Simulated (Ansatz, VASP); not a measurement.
## One calculation of BRh3, two programs

```xyz
4
Lattice="3.6857 0.0000 0.0000 0.0000 3.6857 0.0000 0.0000 0.0000 3.6857" Properties=species:S:1:pos:R:3 pbc="T T T"
B     0.0000    0.0000    0.0000
Rh    0.0000    1.8429    1.8429
Rh    1.8429    0.0000    1.8429
Rh    1.8429    1.8429    0.0000
```

Change from the starting cell: species swapped into the NbIr3 type (Pm-3m, No. 221).

Alike in both runs: functional PBE; k mesh 12 × 12 × 12; occupations gaussian, width 0.1 eV; no spin polarisation.

Ansatz relaxed the structure, and its values are those at the end. VASP's run is a single point on that final structure, the one shown.

```csv
,VASP,Ansatz
version,VASP 6.6.1,Ansatz 0.2.0
potentials or method,"VASP PAW PBE potentials, release 64 (B, Rh_pv), cutoff 520 eV","scalar-relativistic, plane waves, PAW"
valence electrons in the cell,48,54
```

Ansatz gave:

* gap on the k mesh at the Fermi level (eV): none
* pressure (GPa): 0.0

Task: Estimate VASP's values.

Result: gap on the k mesh at the Fermi level (eV): none; pressure (GPa): 0.1.

A gap of «none» marks a metal or a gap that the smearing closes. VASP's potentials hold 48 valence electrons a cell and Ansatz's 54, so a difference there can come from the potentials and not from the codes.
